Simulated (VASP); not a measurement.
A run of VASP 6.6.1 is set up as follows.

The input INCAR:

```
PREC = Accurate
ENCUT = 520
EDIFF = 1E-6
ISMEAR = 0
SIGMA = 0.1
LREAL = False
LASPH = True
NELM = 100
ALGO = Normal
ISIF = 2
LWAVE = False
LCHARG = False
GGA = PS
NBANDS = 19
```

Contents of KPOINTS:

```
Automatic mesh
0
Gamma
  12 12 8
```

File POSCAR:

```
TiTe2
1.0
    3.7204187506      0.0000000000      0.0000000000
   -1.8602093753      3.2219771507      0.0000000000
    0.0000000000      0.0000000000      6.5514260271
Ti Te
1 2
Direct
    0.0000000000      0.0000000000      0.0000000000
    0.6666666667      0.3333333333      0.2626192097
    0.3333333333      0.6666666667      0.7373807903
```

Potentials or basis: VASP PAW PBE potentials, release 64 (Ti_sv, Te).

Launch:

```bash
$ cat potpaw_PBE.64/Ti_sv/POTCAR potpaw_PBE.64/Te/POTCAR > POTCAR
$ mpirun -np 1 vasp_std > vasp.out
```

(1) Estimate the largest force.

(2) Predict the band gap on the k mesh.

(3) What does it give for the pressure?

Results:

(1) 0.011 eV/Å.

(2) zero (band 12 reaches 7.37 eV, above the bottom of band 13 at 6.59 eV).

(3) -0.9 GPa.

Caveat: the PAW data sets were made with another functional, which shifts forces and pressure a little; spin-orbit coupling is left out, which moves the levels of the heavy elements; this functional lacks dispersion, which binds the layers, so the pressure and a relaxed spacing across them are unreliable.
